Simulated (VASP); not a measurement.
Input of a VASP 6.6.1 run:

File INCAR:

```
SYSTEM = MgO
PREC     = Accurate       ! precision mode
ENCUT    = 600            ! plane-wave cutoff, eV
EDIFF    = 1E-6           ! SCF threshold, eV
ISMEAR   = 0              ! smearing method
SIGMA    = 0.05           ! smearing width, eV
LREAL    = .FALSE.        ! projectors in reciprocal space
LASPH    = .TRUE.         ! aspherical terms in the spheres
NELM     = 120            ! most SCF steps
ALGO     = Normal         ! electronic algorithm
ISIF     = 2              ! what is computed and relaxed
LWAVE    = .FALSE.        ! write WAVECAR
LCHARG   = .FALSE.        ! write CHGCAR
NBANDS   = 11             ! bands
GGA_COMPAT= .FALSE.
```

Contents of KPOINTS:

```
regular mesh
0
G
  6 6 6
  0 0 0
```

Contents of POSCAR:

```
MgO
1.0
    0.0000000000      2.1351500000      2.1351500000
    2.1351500000      0.0000000000      2.1351500000
    2.1351500000      2.1351500000      0.0000000000
Mg O
1 1
Direct
   -0.0175631689     -0.0175631689      0.0175631689
    0.5000000000      0.5000000000      0.5000000000
```

Potentials or basis: VASP PAW LDA potentials, release 64 (Mg, O).

Run with:

```bash
$ cat potpaw_LDA.64/Mg/POTCAR potpaw_LDA.64/O/POTCAR > POTCAR
$ mpirun -np 1 vasp_std > vasp.out
```

(1) What does it give for the band gap on the k mesh?

(2) What does it give for the largest force?

(3) What does it give for the pressure?

Answers

(1) 4.27 eV, direct.

(2) 0.319 eV/Å.

(3) -13.0 GPa.

Caveat: the k points lie up to 0.42 Å⁻¹ apart; the cell differs from its parent crystal (all Mg atoms moved +0.075 Å, as atom 1 towards its neighbour atom 2 (O) at 2.135 Å).
